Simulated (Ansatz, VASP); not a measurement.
**SnO2: VASP beside Ansatz**

```xyz
6
Lattice="-1.9861 1.9861 5.0902 1.9861 -1.9861 5.0902 1.9861 1.9861 -5.0902" Properties=species:S:1:pos:R:3 pbc="T T T"
Sn    0.0000    1.9861    2.5451
Sn    0.0000    0.0000    0.0000
O     0.0000    0.0000    8.1137
O     0.0000    1.9861    4.6117
O     0.0000    0.0000    2.0666
O     0.0000    1.9861    0.4785
```

Alike in both runs: functional LDA; k mesh 10 × 10 × 10; occupations gaussian, width 0.02 eV; no spin polarisation.

Ansatz relaxed the structure, and its values are those at the end. VASP's run is a single point on that final structure, the one shown.

|  | VASP | Ansatz |
| --- | --- | --- |
| version | VASP 6.6.1 | Ansatz 0.2.0 |
| potentials or method | VASP PAW LDA potentials, release 64 (Sn_d, O), cutoff 520 eV | scalar-relativistic, plane waves, PAW |
| valence electrons in the cell | 52 | 52 |

|  | VASP | Ansatz | Ansatz less VASP |
| --- | --- | --- | --- |
| gap on the k mesh at the Fermi level (eV) | 1.77 | 1.73 | -0.031 |
| least direct gap on the mesh (eV) | 2.16 | 2.13 | -0.032 |
| pressure (GPa) | 0.9 | 0.0 | -0.93 |
| rms of the force components (eV/Å) | 0.018 | 0.000 | -0.0179 |

LDA's correlation is that of Perdew and Zunger in VASP and of Perdew and Wang (1992) in Ansatz.
